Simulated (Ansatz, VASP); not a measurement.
Two plane-wave programs on Ga2As5

```
Ga As
1.0
     3.93396    0.00000    0.00000
    -1.96698    3.40691    0.00000
     0.00000    0.00000   25.01524
Ga As
4 10
Direct
  0.00000 0.00000 0.88113
  0.33333 0.66667 0.74555
  0.33333 0.66667 0.15089
  0.66667 0.33333 0.01608
  0.66667 0.33333 0.54440
  0.33333 0.66667 0.59468
  0.33333 0.66667 0.84588
  0.66667 0.33333 0.70438
  0.00000 0.00000 0.98134
  0.66667 0.33333 0.11639
  0.33333 0.66667 0.25213
  0.00000 0.00000 0.29900
  0.33333 0.66667 0.40900
  0.00000 0.00000 0.45915
```

Alike in both runs: functional PBE; k mesh 5 × 5 × 1; occupations gaussian, width 0.2 eV; no spin polarisation.

Ansatz relaxed the structure, and its values are those at the end. VASP's run is a single point on that final structure, the one shown.

|  | VASP | Ansatz |
| --- | --- | --- |
| version | VASP 6.6.1 | Ansatz 0.2.0 |
| potentials or method | VASP PAW PBE potentials, release 64 (Ga_d, As), cutoff 520 eV | scalar-relativistic, plane waves, PAW |
| valence electrons in the cell | 102 | 202 |

Ansatz gave:

* gap on the k mesh at the Fermi level (eV): none
* pressure (GPa): 0.0
* rms of the force components (eV/Å): 0.005

Problem. Which values does VASP return?

Solution. gap on the k mesh at the Fermi level (eV): none; pressure (GPa): 0.2; rms of the force components (eV/Å): 0.017.

A gap of «none» marks a metal or a gap that the smearing closes. VASP's potentials hold 102 valence electrons a cell and Ansatz's 202, so a difference there can come from the potentials and not from the codes.

The k mesh is coarse, so the values compare programs but aren't converged.
